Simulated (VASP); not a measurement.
The system is Ni.

```
CELL_PARAMETERS angstrom
0.00000 1.77240 1.77240
1.77240 0.00000 1.77240
1.77240 1.77240 0.00000
ATOMIC_POSITIONS crystal
Ni 0.00000 0.00000 0.00000
```

Base run:

```yaml
Program: VASP 6.6.1
Functional: PBE
Potentials_or_basis: VASP PAW PBE potentials, release 64 (Ni)
Cutoff: 520 eV
k_mesh: 15 × 15 × 15
Occupations: fermi-dirac, width 0.05 eV
Spin: collinear spin, ferromagnetic start
Starting_moments: "[0.2] μB"
```

Its results: pressure -4.1 GPa; site moments Ni +0.66 μB.

Q: After a change of settings the same cell gave: pressure 11.4 GPa; site moments Ni +1.61 μB. Which change was it?
A. moments at the start from [0.2] to [1.7]; fixed moment from none to 1.7 μB
B. moments at the start from [0.2] to [0.73]; fixed moment from none to 0.73 μB
C. moments at the start from [0.2] to [0.49]; fixed moment from none to 0.49 μB
D. further incar settings from ALGO = Normal; EDIFF = 1e-07; NBANDS = 15 to ALGO = Normal; EDIFF = 1e-06; NBANDS = 15; moments at the start from [0.2] to [2.0]

A: A.

Caveats: the total moment is fixed, so each spin has its own Fermi level (some runs).
